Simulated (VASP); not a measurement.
Wanted: the native input for a VASP 6.6.1 run.

| Property | Result |
| --- | --- |
| Task | single point |
| Functional | r2SCAN |
| Potentials or basis | VASP PAW PBE potentials, release 64 (Cd) |
| Cutoff | 520 eV |
| k mesh | 6 × 6 × 6 |
| Occupations | fermi-dirac, width 0.1 eV |
| Spin | no spin polarisation |
| Dipole correction | no |
| Further INCAR settings | ALGO = Normal; EDIFF = 1e-06; NBANDS = 12 |

Crystal: Cd.

```xyz
1
Lattice="2.9406 0.0000 0.0000 0.0000 2.9406 0.0000 0.0000 0.0000 2.9406" Properties=species:S:1:pos:R:3 pbc="T T T"
Cd    0.0000    0.0000    0.0000
```

This isn't the form of Cd at room conditions, which is hcp.

One way to write it, as run:

POSCAR

```
Cd
1.0
    2.9406369434      0.0000000000      0.0000000000
    0.0000000000      2.9406369434      0.0000000000
    0.0000000000      0.0000000000      2.9406369434
Cd
1
Direct
    0.0000000000      0.0000000000      0.0000000000
```

INCAR.step1

```
  PREC = Accurate
  ENCUT = 520
  ISMEAR = -1
  SIGMA = 0.1
  LREAL = False
  LASPH = True
  NELM = 80
  NBANDS = 12
  GGA = PE
  ALGO = Normal
  EDIFF = 1E-4
  LWAVE = True
  LCHARG = False
```

INCAR.step2

```
  PREC = Accurate
  ENCUT = 520
  EDIFF = 1E-6
  ISMEAR = -1
  SIGMA = 0.1
  LREAL = False
  LASPH = True
  NELM = 80
  ALGO = Normal
  ISIF = 2
  LWAVE = False
  LCHARG = False
  METAGGA = R2SCAN
  LMIXTAU = True
  NBANDS = 12
  ISTART = 1
```

KPOINTS

```
regular mesh
0
Gamma
  6 6 6
```

Potentials or basis: VASP PAW PBE potentials, release 64 (Cd).

Command:

```bash
$ cat potpaw_PBE.64/Cd/POTCAR > POTCAR
$ cp INCAR.step1 INCAR
$ mpirun -np 1 vasp_std > vasp.out
$ cp INCAR.step2 INCAR
$ mpirun -np 1 vasp_std > vasp.out
```

It gave:

```
Pressure               : 1.2 GPa
Band gap on the k mesh : zero (bands 6 and 7 overlap by 7.08 eV)
```

Caveat: the PAW data sets were made with another functional, which shifts forces and pressure a little.

It took 18 s on 1 thread of Intel(R) Xeon(R) Platinum 8259CL CPU @ 2.50GHz (Skylake/Cascade Lake) (shared host), peak memory 0.14 GiB.
